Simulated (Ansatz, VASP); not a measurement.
**Te2Mo: VASP beside Ansatz**

Contents of INCAR:

```
PREC = Accurate
ENCUT = 520
EDIFF = 1E-7
ISMEAR = -1
SIGMA = 0.02
LREAL = False
LASPH = True
NELM = 60
ALGO = Normal
ISIF = 2
LWAVE = False
LCHARG = False
GGA = CA
NBANDS = 20
```

The input KPOINTS:

```
regular mesh
0
Gamma
  8 8 8
```

POSCAR

```
Te2Mo
1.0
    1.7509539876      1.0109137561      7.0687660182
   -1.7509539876      1.0109137561      7.0687660182
    0.0000000000     -2.0218275121      7.0687660182
Mo Te
1 2
Direct
    0.0000000000      0.0000000000      0.0000000000
    0.2465646676      0.2465646676      0.2465646676
    0.7534353324      0.7534353324      0.7534353324
```

Input for Ansatz:

```yaml
crystal:
  lattice:
    - [1.7509539876, 1.0109137561, 7.0687660182]
    - [-1.7509539876, 1.0109137561, 7.0687660182]
    - [0.0, -2.0218275121, 7.0687660182]
  atoms:
    - { symbol: Mo, position: [0.0, 0.0, 0.0] }
    - { symbol: Te, position: [0.2465646676, 0.2465646676, 0.2465646676] }
    - { symbol: Te, position: [0.7534353324, 0.7534353324, 0.7534353324] }
kpoints:
  mp_grid: { grid: [8, 8, 8] }
  band_path:
    path:
      - [0.0, 0.0, 0.0]
      - [0.5, 0.5, 0.5]
      - [0.8196985029, 0.1803014971, 0.5]
      - [0.5, -0.1803014971, 0.1803014971]
      - [0.5, 0.0, 0.0]
      - [0.3401507485, -0.3401507485, 0.0]
      - [0.6598492515, 0.0, 0.3401507485]
      - [0.5, 0.0, 0.5]
      - [0.5, -0.1442411977, 0.1442411977]
      - [0.6918191018, 0.3081808982, 0.5]
    npoints: 1
hamiltonian:
  xc: lda
scf:
  occupations: { method: fermi_dirac, width: 0.02 }
  n_extra_bands: 4
output:
  forces: true
  stress: true
  eigenvalues: true
```

Alike in both runs: task single point; functional LDA; k mesh 8 × 8 × 8; occupations fermi-dirac, width 0.02 eV; no spin polarisation.

```csv
,VASP,Ansatz
version,VASP 6.6.1,Ansatz 0.2.0
potentials or method,"VASP PAW LDA potentials, release 64 (Mo_sv, Te)","plane waves, PAW"
plane-wave cutoff (eV),520,420
valence electrons in the cell,26,46
```

|  | VASP | Ansatz | Ansatz less VASP |
| --- | --- | --- | --- |
| pressure (GPa) | -3.8 | -4.0 | -0.23 |
| traceless stress, the component that is largest in VASP (GPa) | 0.68 | 0.57 | -0.109 |
| rms of the force components (eV/Å) | 0.076 | 0.099 | +0.0229 |

LDA's correlation is that of Perdew and Zunger in VASP and of Perdew and Wang (1992) in Ansatz. Atom by atom the forces differ by 0.023 eV/Å (rms over components). VASP's potentials hold 26 valence electrons a cell and Ansatz's 46, so a difference there can come from the potentials and not from the codes.

Neither program's run includes spin-orbit coupling.
